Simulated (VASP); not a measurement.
Crystal: Si.

```
Si
1.0
     0.00000    2.73988    2.73988
     2.73988    0.00000    2.73988
     2.73988    2.73988    0.00000
Si
2
Cartesian
  2.7399 2.7399 2.7399
  4.1098 4.1098 4.1098
```

- Program: VASP 6.6.1
- Task: relaxation of cell and atoms
- Functional: SCAN
- Potentials or basis: VASP PAW PBE potentials, release 64 (Si)
- Cutoff: 370 eV
- k mesh: 6 × 6 × 6
- Occupations: gaussian, width 0.03 eV
- Spin: no spin polarisation

At the start: pressure -2.6 GPa; volume 20.57 Å³/atom.

Task: Where does the relaxation end?

Result: Over 4 steps the energy falls by 4.7 meV/atom and the volume is 20.00 Å³/atom (-2.8 %); space group Fd-3m (No. 227, to 0.1 Å) before and after.

The path:
```
step  energy change (eV)  largest force (eV/Å)  pressure (GPa)  volume (Å³)
   1              0.0000                0.0000           -2.64        41.14
   2             -0.0040                0.0000            2.17        39.15
   3             -0.0097                0.0000           -0.02        39.99
   4             -0.0094                0.0000           -0.03        39.99
```

Final structure:
```xyz
2
Lattice="0.0000 2.7142 2.7142 2.7142 0.0000 2.7142 2.7142 2.7142 0.0000" Properties=species:S:1:pos:R:3 pbc="T T T"
Si    2.7142    2.7142    2.7142
Si    4.0714    4.0714    4.0714
```

Where two steps share one volume, the run began anew on that cell with a basis built for it.

Caveat: the PAW data sets were made with another functional, which shifts forces and pressure a little.
